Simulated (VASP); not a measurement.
Wanted: the native input for a VASP 6.6.1 run.

| Quantity | Value |
| --- | --- |
| Task | single point |
| Functional | PBE |
| Potentials or basis | VASP PAW PBE potentials, release 64 (La, C) |
| Cutoff | 520 eV |
| k mesh | 12 × 12 × 12 |
| Occupations | gaussian, width 0.05 eV |
| Spin | no spin polarisation |
| Dipole correction | no |
| Further INCAR settings | ALGO = Normal; EDIFF = 1e-06; NBANDS = 14 |

The structure of LaC lies in POSCAR:

```
LaC
1.0
    0.0000000000      2.7165836941      2.7165836941
    2.7165836941      0.0000000000      2.7165836941
    2.7165836941      2.7165836941      0.0000000000
La C
1 1
Direct
    0.5000000000      0.5000000000      0.5000000000
    0.0000000000      0.0000000000      0.0000000000
```

These files were run (other wordings do the same):

INCAR

```
SYSTEM = LaC
PREC = Accurate
ENCUT = 520
EDIFF = 1E-6
ISMEAR = 0
SIGMA = 0.05
LREAL = .FALSE.
LASPH = .TRUE.
NELM = 80
ALGO = Normal
ISIF = 2
LWAVE = .FALSE.
LCHARG = .TRUE.
GGA = PE
LELF = .TRUE.
LVHAR = .TRUE.
NBANDS = 14
```

KPOINTS

```
Automatic mesh
0
G
  12 12 12
  0 0 0
```

Potentials or basis: VASP PAW PBE potentials, release 64 (La, C).

Command:

```bash
$ cat potpaw_PBE.64/La/POTCAR potpaw_PBE.64/C/POTCAR > POTCAR
$ mpirun -np 1 vasp_std > vasp.out
```

Results of the run:

```yaml
Pressure: 0.0 GPa
```

Run time: 72 s on 1 thread of Intel(R) Xeon(R) Platinum 8488C (Sapphire Rapids), on a shared host, peak memory 0.21 GiB.
